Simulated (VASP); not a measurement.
# Ti3Zn (R-3m) in VASP: single point with LDA

Aim: the single point of Ti3Zn with LDA.

Everything below comes from runs of VASP 6.6.1. Logs are shortened: lines on timing, memory, paths and dates and some standing lists are left out, and cuts for length are marked.

## Step 1: The cell of the first run

Symmetry: R-3m, No. 166, trigonal system. Conventional cell: a = 5.333 Å, b = 5.333 Å, c = 6.890 Å, α = 90.00°, β = 90.00°, γ = 120.00°. Ti (site symmetry 2/m) has 8 Ti at 2.67 to 2.77 Å and 4 Zn at 2.67 to 2.77 Å within 3.5 Å. Zn (site symmetry -3m) has 12 Ti at 2.67 to 2.77 Å within 3.5 Å.

## Step 2: Single point, LDA (14.14 Å³/atom)

INCAR

```
SYSTEM = Ti3Zn
  ALGO = All
  EDIFF = 1E-6
  ENCUT = 550
  GGA = CA
  GGA_COMPAT = .False.
  ISEARCH = 1
  ISIF = 2
  ISMEAR = 0
  KPAR = 4
  LASPH = .True.
  LCHARG = .False.
  LREAL = .False.
  LWAVE = .False.
  NBANDS = 32
  NELM = 300
  PREC = Accurate
  SIGMA = 0.15
```

KPOINTS

```
k-points
0
Gamma
  12 12 12
  0 0 0
```

POSCAR

```
Ti3Zn
1.0
    3.8401606460      0.0690120199      0.0690120199
    0.0690120199      3.8401606460      0.0690120199
    0.0690120199      0.0690120199      3.8401606460
Ti Zn
3 1
Direct
    0.0000000000      0.5000000000      0.5000000000
    0.5000000000      0.0000000000      0.5000000000
    0.5000000000      0.5000000000      0.0000000000
    0.0000000000      0.0000000000      0.0000000000
```

Potentials or basis: VASP PAW LDA potentials, release 64 (Ti_sv, Zn).

The run is started by

```bash
> cat potpaw_LDA.64/Ti_sv/POTCAR potpaw_LDA.64/Zn/POTCAR > POTCAR
> mpirun -np 4 vasp_std > vasp.out
```

OUTCAR:

```text
SYSTEM = Ti3Zn
   EDIFF = 1E-6
   ENCUT = 550
   GGA = CA
   ISIF = 2
   ISMEAR = 0
   LASPH = .True.
   LREAL = .False.
   NELM = 300
   PREC = Accurate

 ion  position               nearest neighbor table
   1  0.000  0.500  0.500-   3 2.67   4 2.67   2 2.67   4 2.67   2 2.67   3 2.67   2 2.77   4 2.77
                             3 2.77   4 2.77   3 2.77   2 2.77
   2  0.500  0.000  0.500-   3 2.67   4 2.67   1 2.67   3 2.67   1 2.67   4 2.67   1 2.77   3 2.77
                             3 2.77   4 2.77   4 2.77   1 2.77
   3  0.500  0.500  0.000-   1 2.67   2 2.67   2 2.67   4 2.67   1 2.67   4 2.67   1 2.77   2 2.77
                             2 2.77   4 2.77   1 2.77   4 2.77
   4  0.000  0.000  0.000-   1 2.67   2 2.67   1 2.67   3 2.67   2 2.67   3 2.67   1 2.77   1 2.77
                             2 2.77   3 2.77   2 2.77   3 2.77

  LATTYP: Found a trigonal (rhomboedric) cell.
 ALAT       =     3.8414006697
 COS(alpha) =     0.0362418088

  Lattice vectors:

 A1 = (   3.8401606460,   0.0690120199,   0.0690120199)
 A2 = (   0.0690120199,   3.8401606460,   0.0690120199)
 A3 = (   0.0690120199,   0.0690120199,   3.8401606460)

Analysis of symmetry for initial positions (statically):
=====================================================================
 Subroutine PRICEL returns:
 Original cell was already a primitive cell.

 Routine SETGRP: Setting up the symmetry group for a
 trigonal (rhombohedral) supercell.

 Subroutine GETGRP returns: Found 12 space group operations
 (whereof 12 operations were pure point group operations)
 out of a pool of 12 trial point group operations.

The static configuration has the point symmetry D_3d.

Analysis of symmetry for dynamics (positions and initial velocities):
=====================================================================
 Subroutine PRICEL returns:
 Original cell was already a primitive cell.

 Routine SETGRP: Setting up the symmetry group for a
 trigonal (rhombohedral) supercell.

 Subroutine GETGRP returns: Found 12 space group operations
 (whereof 12 operations were pure point group operations)
 out of a pool of 12 trial point group operations.

The dynamic configuration has the point symmetry D_3d.

 Subroutine INISYM returns: Found 12 space group operations
 (whereof 12 operations are pure point group operations),
 and found     1 'primitive' translations

----------------------------------------------------------------------------------------

                                     Primitive cell

  volume of cell :      56.5760

  direct lattice vectors                    reciprocal lattice vectors
     3.840160646  0.069012020  0.069012020     0.260571110 -0.004600088 -0.004600088
     0.069012020  3.840160646  0.069012020    -0.004600088  0.260571110 -0.004600088
     0.069012020  0.069012020  3.840160646    -0.004600088 -0.004600088  0.260571110

  length of vectors
     3.841400670  3.841400670  3.841400670     0.260652307  0.260652307  0.260652307

  position of ions in fractional coordinates (direct lattice)
     0.000000000  0.500000000  0.500000000
     0.500000000  0.000000000  0.500000000
     0.500000000  0.500000000  0.000000000
     0.000000000  0.000000000  0.000000000

  ion indices of the primitive-cell ions
   primitive index   ion index
                 1           1
                 2           2
                 3           3
                 4           4

----------------------------------------------------------------------------------------

 KPOINTS: k-points

Automatic generation of k-mesh.
 Grid dimensions read from file:
 generate k-points for:   12   12   12

 Generating k-lattice:

  Cartesian coordinates                     Fractional coordinates (reciprocal lattice)
     0.021714259 -0.000383341 -0.000383341     0.083333333  0.000000000  0.000000000
    -0.000383341  0.021714259 -0.000383341     0.000000000  0.083333333  0.000000000
    -0.000383341 -0.000383341  0.021714259     0.000000000  0.000000000  0.083333333

  Length of vectors
     0.021721026  0.021721026  0.021721026

  Shift w.r.t. Gamma in fractional coordinates (k-lattice)
     0.000000000  0.000000000  0.000000000

 Subroutine IBZKPT returns following result:
 ===========================================

 Found    189 irreducible k-points:

 Following reciprocal coordinates:
            Coordinates               Weight
  0.000000  0.000000  0.000000      1.000000
  0.083333  0.000000  0.000000      6.000000
  0.166667  0.000000  0.000000      6.000000
  0.250000  0.000000  0.000000      6.000000
  0.333333  0.000000  0.000000      6.000000
  0.416667  0.000000  0.000000      6.000000
[... 16 lines left out ...]
  0.500000  0.166667  0.000000     12.000000
 -0.416667  0.166667  0.000000     12.000000
 [... further k-points ...]
   k-points           NKPTS =    189   k-points in BZ     NKDIM =    189   number of bands    NBANDS=     32
   number of dos      NEDOS =    301   number of ions     NIONS =      4
   total plane-waves  NPLWV =  27000
   dimension x,y,z NGX =    30 NGY =   30 NGZ =   30
   dimension x,y,z NGXF=    60 NGYF=   60 NGZF=   60
   ions per type =               3   1
   NGX,Y,Z   is equivalent  to a cutoff of  12.98, 12.98, 12.98 a.u.
   NGXF,Y,Z  is equivalent  to a cutoff of  25.97, 25.97, 25.97 a.u.
 SYSTEM =  Ti3Zn
   PREC   = accura    normal or accurate (medium, high low for compatibility)
   ISTART =      0    job   : 0-new  1-cont  2-samecut
   ICHARG =      2    charge: 1-file 2-atom 10-const
   ISPIN  =      1    spin polarized calculation?
   LNONCOLLINEAR =      F non collinear calculations
   LSORBIT =      F    spin-orbit coupling
   LASPH  =      T    aspherical Exc in radial PAW
   ENCUT  =  550.0 eV  40.42 Ry    6.36 a.u.   7.35  7.35  7.35*2*pi/ulx,y,z
   NELM   =    300;   NELMIN=  2; NELMDL= -5     # of ELM steps
   EDIFF  = 0.1E-05   stopping-criterion for ELM
   LREAL  =      F    real-space projection
   EDIFFG = 0.1E-04   stopping-criterion for IOM
   NSW    =      0    number of steps for IOM
   IBRION =     -1    ionic relax: 0-MD 1-quasi-New 2-CG
   NFREE  =      0    steps in history (QN), initial steepest desc. (CG)
   ISIF   =      2    stress and relaxation
   ISYM   =      2    0-nonsym 1-usesym 2-fastsym
   POTIM  = 0.5000    time-step for ionic-motion
   TEBEG  =    0.0;   TEEND  =   0.0 temperature during run
   PSTRESS=    0.0 pullay stress
   NELECT =      48.0000    total number of electrons
   NUPDOWN=      -1.0000    fix difference up-down
   EMIN   =  10.00;   EMAX   =-10.00  energy-range for DOS
   EFERMI =   0.00;   METHOD = LEGACY
   ISMEAR =     0;   SIGMA  =   0.15  broadening in eV -4-tet -1-fermi 0-gaus
   EFERMI_NEDOS =   21; number of points for ismear=-14 and -15
   IALGO  =     58    algorithm
   IMIX   =      4    mixing-type and parameters
     AMIX     =   0.40;   BMIX     =  1.00
     AMIX_MAG =   1.60;   BMIX_MAG =  1.00
  volume/ion in A,a.u.               =      14.14        95.45
  Fermi-wavevector in a.u.,A,eV,Ry     =   1.549808  2.928712 32.679889  2.401904
  Thomas-Fermi vector in A             =   2.654562
   LORBIT       =      0    0 simple, 1 ext, 2 COOP (PROOUT), +10 PAW based schemes
   GGA     = CA    functional components
   LHFCALC =     F    Hartree Fock is set to
   AEXX    =    0.0000 exact exchange contribution
   IVDW    =     0    specifies the selected vdW correction
   LEPSILON=     F    determine dielectric tensor
   LRPA    =     F    only Hartree local field effects (RPA)
 non-spin polarized calculation
 Gauss-broadening in eV      SIGMA  =   0.15
  energy-cutoff  :      550.00
  volume of cell :       56.58
 maximum number of plane-waves:      1681
 NGX is ok and might be reduce to    30
   NGX = 15   NGY = 15   NGZ = 15

 number of electron      47.9999998 magnetization

 Free energy of the ion-electron system (eV)
  ---------------------------------------------------
  ext. energy  EPLUGINS =         0.00000000
  ---------------------------------------------------
  free energy    TOTEN  =       -28.01220402 eV

  energy without entropy =      -27.96856787  energy(sigma->0) =      -27.99038594

 E-fermi :   8.3550     XC(G=0): -12.6890

 val. band max:        8.3542403296   @ k =  -0.3333  -0.3333   0.1667
 cond. band min:       8.3573494923   @ k =  -0.3333   0.5000   0.1667
 fundamental gap:      0.0031091628
 Fermi energy:         8.3550494599

 k-point     1 :       0.0000    0.0000    0.0000
  band No.  band energies     occupation
      1     -47.3540      2.00000
      2     -47.0649      2.00000
      3     -47.0649      2.00000
      4     -24.4058      2.00000
      5     -24.2653      2.00000
      6     -24.2653      2.00000
[... 24 lines left out ...]
     31      12.0393      0.00000
     32      12.0394      0.00000

 k-point     2 :       0.0833    0.0000    0.0000
  band No.  band energies     occupation
      1     -47.3496      2.00000
      2     -47.0693      2.00000
      3     -47.0648      2.00000
      4     -24.3943      2.00000
      5     -24.2566      2.00000
      6     -24.2563      2.00000
[... 24 lines left out ...]
     31      11.9677      0.00000
     32      12.0383      0.00000

 k-point     3 :       0.1667    0.0000    0.0000
  band No.  band energies     occupation
      1     -47.3370      2.00000
      2     -47.0820      2.00000
      3     -47.0646      2.00000
      4     -24.3614      2.00000
      5     -24.2304      2.00000
      6     -24.2303      2.00000
[... 24 lines left out ...]
     31      11.7443      0.00000
     32      12.0257      0.00000

 k-point     4 :       0.2500    0.0000    0.0000
  band No.  band energies     occupation
      1     -47.3173      2.00000
      2     -47.1018      2.00000
      3     -47.0643      2.00000
      4     -24.3135      2.00000
      5     -24.1902      2.00000
      6     -24.1858      2.00000
[... 654 lines left out ...]
     31      11.1778      0.00000
     32      11.5403      0.00000

 k-point    23 :       0.5000    0.1667    0.0000
  band No.  band energies     occupation
      1     -47.2451      2.00000
      2     -47.1612      2.00000
      3     -47.0760      2.00000
      4     -24.1990      2.00000
      5     -24.0937      2.00000
      6     -24.0729      2.00000
[... 24 lines left out ...]
     31      11.0312      0.00000
     32      11.3994      0.00000

 k-point    24 :      -0.4167    0.1667    0.0000
  band No.  band energies     occupation
      1     -47.2524      2.00000
      2     -47.1544      2.00000
      3     -47.0757      2.00000
      4     -24.1974      2.00000
      5     -24.1146      2.00000
      6     -24.0472      2.00000
[... 24 lines left out ...]
     31      11.0997      0.00000
     32      11.5213      0.00000

 [... further k-points ...]

------------------------ aborting loop because EDIFF is reached ----------------------------------------

  FORCE on cell =-STRESS in cart. coord.  units (eV):
  Direction    XX          YY          ZZ          XY          YZ          ZX
  --------------------------------------------------------------------------------------
  -------------------------------------------------------------------------------------
  Total        2.9956420      2.9956420      2.9956420     -1.2052422     -1.2052422     -1.2052422
  in kB       84.8336709     84.8336709     84.8336709    -34.1312876    -34.1312876    -34.1312876
  external PRESSURE =      84.8336709 kB  Pullay stress =       0.0000000 kB

 VOLUME and BASIS-vectors are now :
 -----------------------------------------------------------------------------
  energy-cutoff  :      550.00
  volume of cell :       56.58
      direct lattice vectors                 reciprocal lattice vectors
     3.840160646  0.069012020  0.069012020     0.260571110 -0.004600088 -0.004600088
     0.069012020  3.840160646  0.069012020    -0.004600088  0.260571110 -0.004600088
     0.069012020  0.069012020  3.840160646    -0.004600088 -0.004600088  0.260571110

 POSITION                                       TOTAL-FORCE (eV/Angst)
 -----------------------------------------------------------------------------------
      0.06901      1.95459      1.95459         0.000000      0.000000      0.000000
      1.95459      0.06901      1.95459        -0.000000      0.000000      0.000000
      1.95459      1.95459      0.06901         0.000000     -0.000000      0.000000
      0.00000      0.00000      0.00000         0.000000      0.000000     -0.000000
 -----------------------------------------------------------------------------------
    total drift:                                0.000000      0.000000     -0.000000

  FREE ENERGIE OF THE ION-ELECTRON SYSTEM (eV)
  ---------------------------------------------------
  free  energy   TOTEN  =       -28.0122040219 eV

  energy  without entropy=      -27.9685660566  energy(sigma->0) =      -27.99038504
```

Wall time 87 s (4 MPI ranks of Intel Xeon Platinum 8259CL at 2.50GHz (Skylake/Cascade Lake), shared host); peak memory 0.7 GiB.

Results:

- Free energy: -28.0122 eV
- Pressure: 8.5 GPa
- Band gap on the k mesh: zero (bands 24 and 25 overlap by 0.48 eV)

Levels at points of the mesh, in eV from the Fermi level:
| k point | band 22 | band 23 | band 24 | band 25 | band 26 | band 27 |
| --- | --- | --- | --- | --- | --- | --- |
| (0.00, 0.00, 0.00) | -1.17 | -1.05 | -1.05 | 2.10 | 2.42 | 2.42 |
| (0.50, 0.00, 0.00) | -0.92 | -0.84 | 0.27 | 0.86 | 0.87 | 1.30 |
| (0.50, 0.50, 0.00) | -1.12 | -0.40 | -0.22 | -0.06 | 1.03 | 1.09 |
| (0.50, 0.50, 0.50) | -0.46 | 0.03 | 0.03 | 0.65 | 0.65 | 1.15 |

Caveat: the cell stands under pressure.
